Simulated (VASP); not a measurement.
Input of a VASP 6.6.1 run:

File INCAR:

```
SYSTEM = Ti
PREC = Accurate ; ENCUT = 520
EDIFF = 1E-6 ; ISMEAR = 1
SIGMA = 0.1 ; LREAL = .FALSE.
LASPH = .TRUE. ; NELM = 100
ALGO = Normal ; ISIF = 2
LWAVE = .FALSE. ; LCHARG = .TRUE.
GGA = PS ; LELF = .TRUE.
LVHAR = .TRUE. ; NBANDS = 25
```

File KPOINTS:

```
regular mesh
0
G
  7 7 10
  0 0 0
```

The input POSCAR:

```
Ti
1.0
    4.6902189831      0.0000000000      0.0000000000
   -2.3451094916      4.0618489341      0.0000000000
    0.0000000000      0.0000000000      2.8753081592
Ti
3
Direct
    0.0000000000      0.0000000000      0.0000000000
    0.3333333333      0.6666666667      0.5000000000
    0.6666666667      0.3333333333      0.5000000000
```

Potentials or basis: VASP PAW PBE potentials, release 64 (Ti_sv).

Launch:

```console
$ cat potpaw_PBE.64/Ti_sv/POTCAR > POTCAR
$ mpirun -np 1 vasp_std > vasp.out
```

Question: What does it give for the band gap on the k mesh?

Answer: Zero (band 18 reaches 7.72 eV, above the bottom of band 19 at 7.49 eV).

Question: Estimate the pressure.

Answer: -10.4 GPa.

Stress tensor (GPa, compression positive):
```
-10.77   0.00   0.00
  0.00 -10.77   0.00
  0.00   0.00  -9.56
```

Caveat: the PAW data sets were made with another functional, which shifts forces and pressure a little.
